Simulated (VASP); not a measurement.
Set up this calculation in VASP 6.6.1, as the native input.

| Item | Value |
| --- | --- |
| Task | single point |
| Functional | PBEsol |
| Potentials or basis | VASP PAW PBE potentials, release 64 (Si, C) |
| Cutoff | 520 eV |
| k mesh | 12 × 12 × 12 |
| Occupations | gaussian, width 0.05 eV |
| Spin | no spin polarisation |
| Dipole correction | no |
| Further INCAR settings | ALGO = Normal; EDIFF = 1e-06; NBANDS = 11 |

The structure of SiC lies in POSCAR:

```
SiC
1.0
    0.0000000000      2.3479200000      2.3479200000
    2.3479200000      0.0000000000      2.3479200000
    2.3479200000      2.3479200000      0.0000000000
Si C
1 1
Direct
    0.0000000000      0.0000000000      0.0000000000
    0.7500000000      0.7500000000      0.7500000000
```

This cell differs from its parent crystal: strain +0.080 along x and y, +0.080 along z.

These files were run (other wordings do the same):

INCAR

```
  ALGO = Normal
  EDIFF = 1E-6
  ENCUT = 520
  GGA = PS
  ISIF = 2
  ISMEAR = 0
  LASPH = True
  LCHARG = False
  LREAL = False
  LWAVE = False
  NBANDS = 11
  NELM = 60
  PREC = Accurate
  SIGMA = 0.05
```

KPOINTS

```
k-points
0
Gamma
  12 12 12
```

Potentials or basis: VASP PAW PBE potentials, release 64 (Si, C).

The run is started by

```console
$ cat potpaw_PBE.64/Si/POTCAR potpaw_PBE.64/C/POTCAR > POTCAR
$ mpirun -np 1 vasp_std > vasp.out
```

Results of the run:

| Item | Value |
| --- | --- |
| Pressure | -31.6 GPa |
| Band gap on the k mesh | 1.40 eV, indirect (least direct gap 3.65 eV) |

Caveat: the cell differs from its parent crystal (strain +0.080 along x and y, +0.080 along z); the PAW data sets were made with another functional, which shifts forces and pressure a little.

Run time: 20 s on 1 thread of Intel(R) Xeon(R) Platinum 8259CL CPU @ 2.50GHz (Skylake/Cascade Lake) (shared host), peak memory 0.16 GiB.
